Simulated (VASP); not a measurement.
Wanted: the native input for a VASP 6.6.1 run.

| Quantity | Value |
| --- | --- |
| Task | single point |
| Functional | RPBE |
| Potentials or basis | VASP PAW PBE potentials, release 64 (Sr_sv, O) |
| Cutoff | 600 eV |
| k mesh | 8 × 8 × 8 |
| Occupations | gaussian, width 0.02 eV |
| Spin | no spin polarisation |
| Dipole correction | no |
| Further INCAR settings | ALGO = Normal; EDIFF = 1e-06; NBANDS = 15 |

The structure of SrO lies in POSCAR:

```
SrO
1.0
    0.0000000000      2.5542472752      2.5542472752
    2.5542472752      0.0000000000      2.5542472752
    2.5542472752      2.5542472752      0.0000000000
Sr O
1 1
Direct
    0.5000000000      0.5000000000      0.5000000000
    0.0000000000      0.0000000000      0.0000000000
```

These files were run (other wordings do the same):

INCAR

```
SYSTEM = SrO
PREC     = Accurate       ! precision mode
ENCUT    = 600            ! plane-wave cutoff, eV
EDIFF    = 1E-6           ! SCF threshold, eV
ISMEAR   = 0              ! smearing method
SIGMA    = 0.02           ! smearing width, eV
LREAL    = .False.        ! projectors in reciprocal space
LASPH    = .True.         ! aspherical terms in the spheres
NELM     = 120            ! most SCF steps
ALGO     = Normal         ! electronic algorithm
ISIF     = 2              ! what is computed and relaxed
LWAVE    = .False.        ! write WAVECAR
LCHARG   = .False.        ! write CHGCAR
GGA      = RP             ! functional
NBANDS   = 15             ! bands
GGA_COMPAT= .False.
```

KPOINTS

```
regular mesh
0
Gamma
  8 8 8
  0 0 0
```

Potentials or basis: VASP PAW PBE potentials, release 64 (Sr_sv, O).

Run with:

```bash
$ cat potpaw_PBE.64/Sr_sv/POTCAR potpaw_PBE.64/O/POTCAR > POTCAR
$ mpirun -np 1 vasp_std > vasp.out
```

It gave:

* Pressure: 8.4 GPa
* Band gap on the k mesh: 3.37 eV, indirect (least direct gap 3.44 eV)

Caveat: the PAW data sets were made with another functional, which shifts forces and pressure a little.

Run time: 41 s on 1 thread of Intel Xeon 8259CL, with other jobs on the host, peak memory 0.18 GiB.
